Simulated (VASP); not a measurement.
Set up this calculation in VASP 6.6.1, as the native input.

* Task: single point
* Functional: PBEsol
* Potentials or basis: VASP PAW PBE potentials, release 64 (Au, Al)
* Cutoff: 520 eV
* k mesh: 9 × 9 × 9
* Occupations: fermi-dirac, width 0.05 eV
* Spin: no spin polarisation
* Dipole correction: no
* Further INCAR settings: ALGO = Normal; EDIFF = 1e-06; NBANDS = 18

The structure of Al3Au lies in POSCAR:

```
Al3Au
1.0
   -2.0253330000      2.0253330000      4.0566000000
    2.0253330000     -2.0253330000      4.0566000000
    2.0253330000      2.0253330000     -4.0566000000
Au Al
1 3
Direct
    0.0000000000      0.0000000000      0.0000000000
    0.5000000000      0.5000000000      0.0000000000
    0.2500000000      0.7500000000      0.5000000000
    0.7500000000      0.2500000000      0.5000000000
```

One way to write it, as run:

INCAR

```
SYSTEM = Al3Au
ALGO = Normal
EDIFF = 1E-6
ENCUT = 520
GGA = PS
ISIF = 2
ISMEAR = -1
LASPH = .True.
LCHARG = .True.
LELF = .True.
LREAL = .False.
LVHAR = .True.
LWAVE = .False.
NBANDS = 18
NELM = 100
PREC = Accurate
SIGMA = 0.05
```

KPOINTS

```
k-points
0
Gamma
  9 9 9
  0 0 0
```

Potentials or basis: VASP PAW PBE potentials, release 64 (Au, Al).

Launch:

```bash
$ cat potpaw_PBE.64/Au/POTCAR potpaw_PBE.64/Al/POTCAR > POTCAR
$ mpirun -np 1 vasp_std > vasp.out
```

It gave:

| Property | Result |
| --- | --- |
| Pressure | -2.7 GPa |
| Band gap on the k mesh | zero (band 10 reaches 10.32 eV, above the bottom of band 11 at 7.16 eV) |

Caveat: the PAW data sets were made with another functional, which shifts forces and pressure a little; spin-orbit coupling is left out, which moves the levels of the heavy elements.

Run time: 54 s on 1 thread of Intel(R) Xeon(R) 6975P-C (Granite Rapids), with other jobs on the host, peak memory 0.28 GiB.
